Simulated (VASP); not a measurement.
A run of VASP 6.6.1:

Contents of INCAR:

```
PREC = Accurate
ENCUT = 520
EDIFF = 1E-6
ISMEAR = -1
SIGMA = 0.05
LREAL = F
LASPH = T
NELM = 120
ALGO = Normal
ISIF = 2
LWAVE = F
LCHARG = F
GGA = PE
IVDW = 12
NELECT = 64.0
NBANDS = 46
GGA_COMPAT = F
```

Contents of KPOINTS:

```
Automatic mesh
0
Gamma
  3 3 3
```

Contents of POSCAR:

```
HC16
1.0
    0.0000000000      3.5700000000      3.5700000000
    3.5700000000      0.0000000000      3.5700000000
    3.5700000000      3.5700000000      0.0000000000
C H
16 1
Direct
    0.0366666667     -0.0822128852      0.0818207283
    0.1597478992      0.0174789916      0.1964145658
    0.0489915966     -0.0641176471      0.5654341737
    0.1651820728      0.0324089636      0.7145098039
    0.0595938375      0.4046638655      0.0621988796
    0.1624929972      0.5407563025      0.2061344538
    0.0551960784      0.4310224090      0.5698179272
    0.1624509804      0.5643557423      0.7104621849
    0.5431232493     -0.1144957983      0.0592016807
    0.6706442577      0.0306162465      0.1757422969
    0.5392156863     -0.1103641457      0.5710924370
    0.6904621849      0.0404341737      0.6864565826
    0.5510224090      0.4021708683      0.0441036415
    0.6916946779      0.5469607843      0.1773809524
    0.5800280112      0.3952661064      0.5624369748
    0.6824789916      0.5228431373      0.6797899160
   -0.6968067227      1.4847899160      0.3544257703
```

Potentials or basis: VASP PAW PBE potentials, release 64 (C, H).

Command:

```sh
$ cat potpaw_PBE.64/C/POTCAR potpaw_PBE.64/H/POTCAR > POTCAR
$ mpirun -np 1 vasp_std > vasp.out
```

Hardware: 1 thread of AMD EPYC 7R43 64-Core Processor (Zen 3), on a shared host.

Q: Estimate the wall time of this run.

A: Run time: 110 s on 1 thread of AMD EPYC 7R43 64-Core Processor (Zen 3), with other jobs on the host, peak memory 0.23 GiB. Counts: scf iterations 14, k points 14.
